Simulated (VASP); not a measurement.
# TaN (I4/mmm) in VASP: further runs

The runs below take TaN through single point, with PBE.

Everything below comes from runs of VASP 6.6.1. Logs are shortened: lines on timing, memory, paths and dates and some standing lists are left out, and cuts for length are marked.

## Step 1: The cell of the first run

It takes space group I4/mmm (No. 139, tetragonal). The conventional cell has a = 3.082 Å, b = 3.082 Å, c = 4.445 Å, α = 90.00°, β = 90.00°, γ = 90.00°. Ta (site symmetry 4/mmm) has 6 N at 2.18 to 2.22 Å within 2.9 Å. Within 2.9 Å of N (site symmetry 4/mmm) lie 6 Ta at 2.18 to 2.22 Å.

## Step 2: Single point, PBE (strain +0.0200 x Voigt [0, 1, 0, 0, 0, 0])

File INCAR:

```
PREC = Accurate
ENCUT = 520
EDIFF = 1E-7
ISMEAR = 0
SIGMA = 0.15
LREAL = F
LASPH = T
NELM = 80
ALGO = Normal
ISIF = 2
LWAVE = F
LCHARG = F
GGA = PE
NBANDS = 15
```

File KPOINTS:

```
regular mesh
0
Gamma
  18 18 18
```

File POSCAR:

```
TaN
1.0
    0.0000000000      2.2225800000      2.1790000000
    2.1790000000      0.0000000000      2.1790000000
    2.1790000000      2.2225800000      0.0000000000
Ta N
1 1
Direct
    0.5000000000      0.5000000000      0.5000000000
    0.0000000000      0.0000000000      0.0000000000
```

Potentials or basis: VASP PAW PBE potentials, release 64 (Ta_pv, N).

The run is started by

```console
$ cat potpaw_PBE.64/Ta_pv/POTCAR potpaw_PBE.64/N/POTCAR > POTCAR
$ mpirun -np 1 vasp_std > vasp.out
```

OUTCAR:

```text
PREC = Accurate
   ENCUT = 520
   EDIFF = 1E-7
   ISMEAR = 0
   LREAL = F
   LASPH = T
   NELM = 80
   ISIF = 2
   GGA = PE

 ion  position               nearest neighbor table
   1  0.500  0.500  0.500-   2 2.18   2 2.18   2 2.18   2 2.18   2 2.22   2 2.22
   2  0.000  0.000  0.000-   1 2.18   1 2.18   1 2.18   1 2.18   1 2.22   1 2.22

  LATTYP: Found a body centered tetragonal cell.
 ALAT       =     3.0815713524
 C/A-ratio  =     1.4424978336

  Lattice vectors:

 A1 = (   0.0000000000,  -2.2225800000,   2.1790000000)
 A2 = (   0.0000000000,  -2.2225800000,  -2.1790000000)
 A3 = (   2.1790000000,   2.2225800000,   0.0000000000)

Analysis of symmetry for initial positions (statically):
=====================================================================
 Subroutine PRICEL returns:
 Original cell was already a primitive cell.

 Routine SETGRP: Setting up the symmetry group for a
 body centered tetragonal supercell.

 Subroutine GETGRP returns: Found 16 space group operations
 (whereof 16 operations were pure point group operations)
 out of a pool of 16 trial point group operations.

The static configuration has the point symmetry D_4h.

Analysis of symmetry for dynamics (positions and initial velocities):
=====================================================================
 Subroutine PRICEL returns:
 Original cell was already a primitive cell.

 Routine SETGRP: Setting up the symmetry group for a
 body centered tetragonal supercell.

 Subroutine GETGRP returns: Found 16 space group operations
 (whereof 16 operations were pure point group operations)
 out of a pool of 16 trial point group operations.

The dynamic configuration has the point symmetry D_4h.

 Subroutine INISYM returns: Found 16 space group operations
 (whereof 16 operations are pure point group operations),
 and found     1 'primitive' translations

----------------------------------------------------------------------------------------

                                     Primitive cell

  volume of cell :      21.1058

  direct lattice vectors                    reciprocal lattice vectors
     0.000000000  2.222580000  2.179000000    -0.229463056  0.224963781  0.229463056
     2.179000000  0.000000000  2.179000000     0.229463056 -0.224963781  0.229463056
     2.179000000  2.222580000  0.000000000     0.229463056  0.224963781 -0.229463056

  length of vectors
     3.112539615  3.081571352  3.112539615     0.394861104  0.394861104  0.394861104

  position of ions in fractional coordinates (direct lattice)
     0.500000000  0.500000000  0.500000000
     0.000000000  0.000000000  0.000000000

  ion indices of the primitive-cell ions
   primitive index   ion index
                 1           1
                 2           2

----------------------------------------------------------------------------------------

 KPOINTS: regular mesh

Automatic generation of k-mesh.
 Grid dimensions read from file:
 generate k-points for:   18   18   18

 Generating k-lattice:

  Cartesian coordinates                     Fractional coordinates (reciprocal lattice)
    -0.012747948  0.012497988  0.012747948     0.055555556  0.000000000 -0.000000000
     0.012747948 -0.012497988  0.012747948     0.000000000  0.055555556  0.000000000
     0.012747948  0.012497988 -0.012747948    -0.000000000  0.000000000  0.055555556

  Length of vectors
     0.021936728  0.021936728  0.021936728

  Shift w.r.t. Gamma in fractional coordinates (k-lattice)
     0.000000000  0.000000000  0.000000000

 Subroutine IBZKPT returns following result:
 ===========================================

 Found    480 irreducible k-points:

 Following reciprocal coordinates:
            Coordinates               Weight
  0.000000  0.000000  0.000000      1.000000
  0.055556  0.000000  0.000000      8.000000
  0.111111  0.000000  0.000000      8.000000
  0.166667  0.000000  0.000000      8.000000
  0.222222  0.000000  0.000000      8.000000
  0.277778  0.000000  0.000000      8.000000
[... 16 lines left out ...]
 -0.277778  0.055556  0.000000     16.000000
 -0.222222  0.055556  0.000000     16.000000
 [... further k-points ...]
   k-points           NKPTS =    480   k-points in BZ     NKDIM =    480   number of bands    NBANDS=     15
   number of dos      NEDOS =    301   number of ions     NIONS =      2
   total plane-waves  NPLWV =  13824
   dimension x,y,z NGX =    24 NGY =   24 NGZ =   24
   dimension x,y,z NGXF=    48 NGYF=   48 NGZF=   48
   ions per type =               1   1
   NGX,Y,Z   is equivalent  to a cutoff of  12.82, 12.95, 12.82 a.u.
   NGXF,Y,Z  is equivalent  to a cutoff of  25.64, 25.90, 25.64 a.u.
 SYSTEM =  unknown system
   PREC   = accura    normal or accurate (medium, high low for compatibility)
   ISTART =      0    job   : 0-new  1-cont  2-samecut
   ICHARG =      2    charge: 1-file 2-atom 10-const
   ISPIN  =      1    spin polarized calculation?
   LNONCOLLINEAR =      F non collinear calculations
   LSORBIT =      F    spin-orbit coupling
   LASPH  =      T    aspherical Exc in radial PAW
   ENCUT  =  520.0 eV  38.22 Ry    6.18 a.u.   5.79  5.73  5.79*2*pi/ulx,y,z
   NELM   =     80;   NELMIN=  2; NELMDL= -5     # of ELM steps
   EDIFF  = 0.1E-06   stopping-criterion for ELM
   LREAL  =      F    real-space projection
   EDIFFG = 0.1E-05   stopping-criterion for IOM
   NSW    =      0    number of steps for IOM
   IBRION =     -1    ionic relax: 0-MD 1-quasi-New 2-CG
   NFREE  =      0    steps in history (QN), initial steepest desc. (CG)
   ISIF   =      2    stress and relaxation
   ISYM   =      2    0-nonsym 1-usesym 2-fastsym
   POTIM  = 0.5000    time-step for ionic-motion
   TEBEG  =    0.0;   TEEND  =   0.0 temperature during run
   PSTRESS=    0.0 pullay stress
   NELECT =      16.0000    total number of electrons
   NUPDOWN=      -1.0000    fix difference up-down
   EMIN   =  10.00;   EMAX   =-10.00  energy-range for DOS
   EFERMI =   0.00;   METHOD = LEGACY
   ISMEAR =     0;   SIGMA  =   0.15  broadening in eV -4-tet -1-fermi 0-gaus
   EFERMI_NEDOS =   21; number of points for ismear=-14 and -15
   IALGO  =     38    algorithm
   IMIX   =      4    mixing-type and parameters
     AMIX     =   0.40;   BMIX     =  1.00
     AMIX_MAG =   1.60;   BMIX_MAG =  1.00
  volume/ion in A,a.u.               =      10.55        71.21
  Fermi-wavevector in a.u.,A,eV,Ry     =   1.492729  2.820848 30.317030  2.228239
  Thomas-Fermi vector in A             =   2.605220
   LORBIT       =      0    0 simple, 1 ext, 2 COOP (PROOUT), +10 PAW based schemes
   GGA     = PE    functional components
   LHFCALC =     F    Hartree Fock is set to
   AEXX    =    0.0000 exact exchange contribution
   IVDW    =     0    specifies the selected vdW correction
   LEPSILON=     F    determine dielectric tensor
   LRPA    =     F    only Hartree local field effects (RPA)
 non-spin polarized calculation
 Gauss-broadening in eV      SIGMA  =   0.15
  energy-cutoff  :      520.00
  volume of cell :       21.11
 maximum number of plane-waves:       588
   NGX = 11   NGY = 11   NGZ = 11

 number of electron      16.0000002 magnetization

 Free energy of the ion-electron system (eV)
  ---------------------------------------------------
  ext. energy  EPLUGINS =         0.00000000
  ---------------------------------------------------
  free energy    TOTEN  =       -21.80947359 eV

  energy without entropy =      -21.79998090  energy(sigma->0) =      -21.80472725

 E-fermi :   9.6442     XC(G=0): -13.4783

 val. band max:        9.6339720998   @ k =   0.2778   0.0556  -0.0000
 cond. band min:       9.6468805561   @ k =   0.3333  -0.3333   0.1667
 fundamental gap:      0.0129084563
 Fermi energy:         9.6442167969

 k-point     1 :       0.0000    0.0000    0.0000
  band No.  band energies     occupation
      1     -26.1388      2.00000
      2     -26.1238      2.00000
      3     -26.1238      2.00000
      4      -9.2967      2.00000
      5       5.7245      2.00000
      6       5.8107      2.00000
      7       5.8107      2.00000
      8       7.3475      2.00000
      9       7.5885      2.00000
     10       7.5885      2.00000
     11       9.4770      1.88520
     12       9.8386      0.06683
     13      11.3043      0.00000
     14      19.0448      0.00000
     15      22.0156      0.00000

 k-point     2 :       0.0556    0.0000    0.0000
  band No.  band energies     occupation
      1     -26.1593      2.00000
      2     -26.1350      2.00000
      3     -26.1260      2.00000
      4      -9.2202      2.00000
      5       5.3501      2.00000
      6       5.4830      2.00000
      7       5.5358      2.00000
      8       7.5142      2.00000
      9       7.7087      2.00000
     10       7.7506      2.00000
     11       9.7899      0.16966
     12      10.1595      0.00000
     13      11.5377      0.00000
     14      19.2812      0.00000
     15      22.0155      0.00000

 k-point     3 :       0.1111    0.0000    0.0000
  band No.  band energies     occupation
      1     -26.2394      2.00000
      2     -26.1452      2.00000
      3     -26.1323      2.00000
      4      -8.9976      2.00000
      5       4.4717      2.00000
      6       4.8652      2.00000
      7       4.9293      2.00000
      8       7.8507      2.00000
      9       7.9997      2.00000
     10       8.0358      2.00000
     11      10.5747      0.00000
     12      10.9658      0.00000
     13      12.1527      0.00000
     14      19.9477      0.00000
     15      22.0152      0.00000
[... 343 lines left out ...]
 k-point    23 :      -0.2778    0.0556    0.0000
  band No.  band energies     occupation
      1     -26.7040      2.00000
      2     -26.2119      2.00000
      3     -26.1766      2.00000
      4      -7.5153      2.00000
      5       1.1050      2.00000
      6       2.7205      2.00000
      7       3.0891      2.00000
      8       9.1101      2.00000
      9       9.4731      1.89341
     10      10.4459      0.00000
     11      13.7694      0.00000
     12      14.5814      0.00000
     13      15.2737      0.00000
     14      21.9306      0.00000
     15      22.1369      0.00000

 k-point    24 :      -0.2222    0.0556    0.0000
  band No.  band energies     occupation
      1     -26.5589      2.00000
      2     -26.1962      2.00000
      3     -26.1615      2.00000
      4      -8.0133      2.00000
      5       1.9900      2.00000
      6       3.1902      2.00000
      7       3.6311      2.00000
      8       8.6578      2.00000
      9       8.8156      2.00000
     10       9.7889      0.17262
     11      12.6845      0.00000
     12      13.7032      0.00000
     13      14.4231      0.00000
     14      21.9962      0.00000
     15      22.1585      0.00000

 [... further k-points ...]

------------------------ aborting loop because EDIFF is reached ----------------------------------------

  FORCE on cell =-STRESS in cart. coord.  units (eV):
  Direction    XX          YY          ZZ          XY          YZ          ZX
  --------------------------------------------------------------------------------------
  -------------------------------------------------------------------------------------
  Total        1.6285934      0.0273365      1.6285934     -0.0000000     -0.0000000      0.0000000
  in kB      123.6292980      2.0751614    123.6292980     -0.0000000     -0.0000000      0.0000000
  external PRESSURE =      83.1112524 kB  Pullay stress =       0.0000000 kB

 VOLUME and BASIS-vectors are now :
 -----------------------------------------------------------------------------
  energy-cutoff  :      520.00
  volume of cell :       21.11
      direct lattice vectors                 reciprocal lattice vectors
     0.000000000  2.222580000  2.179000000    -0.229463056  0.224963781  0.229463056
     2.179000000  0.000000000  2.179000000     0.229463056 -0.224963781  0.229463056
     2.179000000  2.222580000  0.000000000     0.229463056  0.224963781 -0.229463056

 POSITION                                       TOTAL-FORCE (eV/Angst)
 -----------------------------------------------------------------------------------
      2.17900      2.22258      2.17900         0.000000     -0.000000     -0.000000
      0.00000      0.00000      0.00000        -0.000000      0.000000      0.000000
 -----------------------------------------------------------------------------------
    total drift:                                0.000000     -0.000000     -0.000000

  FREE ENERGIE OF THE ION-ELECTRON SYSTEM (eV)
  ---------------------------------------------------
  free  energy   TOTEN  =       -21.8094735938 eV

  energy  without entropy=      -21.7999809010  energy(sigma->0) =      -21.80472725
```

Run time: 92 s. Hardware: 1 thread of AMD EPYC 9R45 (Zen 5), shared host; peak memory 0.24 GiB.

Results:

- Free energy: -21.8095 eV
- Pressure: 8.3 GPa
- Band gap on the k mesh: zero (bands 8 and 9 overlap by 3.90 eV)

Stress tensor (GPa, compression positive):
```
12.36  0.00  0.00
 0.00  0.21  0.00
 0.00  0.00 12.36
```

Caveat: the cell differs from its parent crystal (strain +0.0200 x Voigt [0, 1, 0, 0, 0, 0]); the cell stands under pressure; spin-orbit coupling is left out, which moves the levels of the heavy elements.

## Step 3: Single point, PBE (strain +0.0175 x Voigt [0, 1, 0, 0, 0, 0])

File INCAR:

```
PREC = Accurate
ENCUT = 520
EDIFF = 1E-6
ISMEAR = 0
SIGMA = 0.15
LREAL = F
LASPH = T
NELM = 80
ALGO = Normal
ISIF = 2
LWAVE = F
LCHARG = T
GGA = PE
LELF = T
LVHAR = T
NBANDS = 15
```

KPOINTS is that of step 2.

File POSCAR:

```
TaN
1.0
    0.0000000000      2.2171325000      2.1790000000
    2.1790000000      0.0000000000      2.1790000000
    2.1790000000      2.2171325000      0.0000000000
Ta N
1 1
Direct
    0.5000000000      0.5000000000      0.5000000000
    0.0000000000      0.0000000000      0.0000000000
```

Potentials or basis: VASP PAW PBE potentials, release 64 (Ta_pv, N).

The run is started by

```console
$ cat potpaw_PBE.64/Ta_pv/POTCAR potpaw_PBE.64/N/POTCAR > POTCAR
$ mpirun -np 1 vasp_std > vasp.out
```

It took 80 s on 1 thread of AMD EPYC 9R45 (Zen 5), shared host; peak memory 0.24 GiB.

Results (log left out):

```yaml
Free_energy: -21.8091 eV
Pressure: 9.1 GPa
Band_gap_on_the_k_mesh: zero (bands 8 and 9 overlap by 3.93 eV)
```

Stress tensor (GPa, compression positive):
```
12.76  0.00  0.00
 0.00  1.90  0.00
 0.00  0.00 12.76
```

Levels at points of the mesh, in eV from the Fermi level:
| k point | band 4 | band 5 | band 6 | band 7 | band 8 | band 9 | band 10 | band 11 | band 12 | band 13 |
| --- | --- | --- | --- | --- | --- | --- | --- | --- | --- | --- |
| (0.00, 0.00, 0.00) | -18.96 | -3.92 | -3.84 | -3.84 | -2.28 | -2.07 | -2.07 | -0.13 | 0.18 | 1.66 |
| (0.50, 0.00, 0.00) | -15.88 | -10.47 | -7.67 | -7.66 | 1.86 | 1.95 | 2.05 | 3.84 | 7.38 | 7.85 |
| (0.50, 0.50, 0.00) | -17.70 | -6.62 | -5.56 | -4.74 | -4.67 | 2.12 | 3.47 | 3.71 | 4.67 | 6.96 |
| (0.50, 0.00, 0.50) | -17.72 | -6.80 | -5.53 | -4.62 | -4.62 | 2.13 | 3.58 | 3.58 | 4.59 | 6.85 |

Caveat: the cell differs from its parent crystal (strain +0.0175 x Voigt [0, 1, 0, 0, 0, 0]); the cell stands under pressure; spin-orbit coupling is left out, which moves the levels of the heavy elements.
